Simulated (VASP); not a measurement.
Here is a VASP 6.6.1 calculation.

INCAR

```
ALGO = Fast ; EDIFF = 1E-7
ENCUT = 520 ; GGA = PE
ISIF = 2 ; ISMEAR = 0
LASPH = T ; LCHARG = F
LREAL = F ; LWAVE = F
NBANDS = 18 ; NELM = 80
PREC = Accurate ; SIGMA = 0.15
```

File KPOINTS:

```
k-points
0
Gamma
  18 18 18
```

Contents of POSCAR:

```
Cu
1.0
    1.1023907521     -4.4742834924      0.0000000000
    1.1023907521      4.4742834924      0.0000000000
    0.0000000000      0.0000000000      2.5142119659
Cu
2
Direct
    0.1340351705      0.8659648295      0.2500000000
    0.8659648295      0.1340351705      0.7500000000
```

Potentials or basis: VASP PAW PBE potentials, release 64 (Cu).

Command:

```bash
$ cat potpaw_PBE.64/Cu/POTCAR > POTCAR
$ mpirun -np 1 vasp_std > vasp.out
```

(1) Predict the band gap on the k mesh.

(2) Estimate the pressure.

(3) Predict the largest force.

## Answers

(1) zero (band 11 reaches 11.99 eV, above the bottom of band 12 at 5.41 eV).

(2) 8.7 GPa.

(3) 0.177 eV/Å.

Caveat: the cell differs from its parent crystal (normal strain along x -0.1100, normal strain along y +0.1100).
